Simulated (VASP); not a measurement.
Here is a VASP 6.6.1 calculation.

The input INCAR:

```
SYSTEM = Mg
  PREC = Accurate
  ENCUT = 520
  EDIFF = 1E-8
  ISMEAR = -1
  SIGMA = 0.03
  LREAL = .FALSE.
  LASPH = .TRUE.
  NELM = 80
  ALGO = Normal
  ISIF = 2
  LWAVE = .FALSE.
  LCHARG = .FALSE.
  GGA = PE
  LEFG = .TRUE.
  NBANDS = 7
```

KPOINTS

```
Automatic mesh
0
G
  16 16 16
  0 0 0
```

POSCAR

```
Mg
1.0
    0.0000000000      2.2737890710      2.2737890710
    2.2737890710      0.0000000000      2.2737890710
    2.2737890710      2.2737890710      0.0000000000
Mg
1
Direct
    0.0000000000      0.0000000000      0.0000000000
```

Potentials or basis: VASP PAW PBE potentials, release 64 (Mg).

Launch:

```bash
$ cat potpaw_PBE.64/Mg/POTCAR > POTCAR
$ mpirun -np 1 vasp_std > vasp.out
```

Question: What does it give for the pressure?

Answer: -0.7 GPa.

Question: What does it give for the band gap on the k mesh?

Answer: Zero (band 1 reaches 3.93 eV, above the bottom of band 2 at 1.21 eV).

Caveat: without QUAD_EFG the Cq values of the log hold for a quadrupole moment of 1 mb, not for the nuclei.
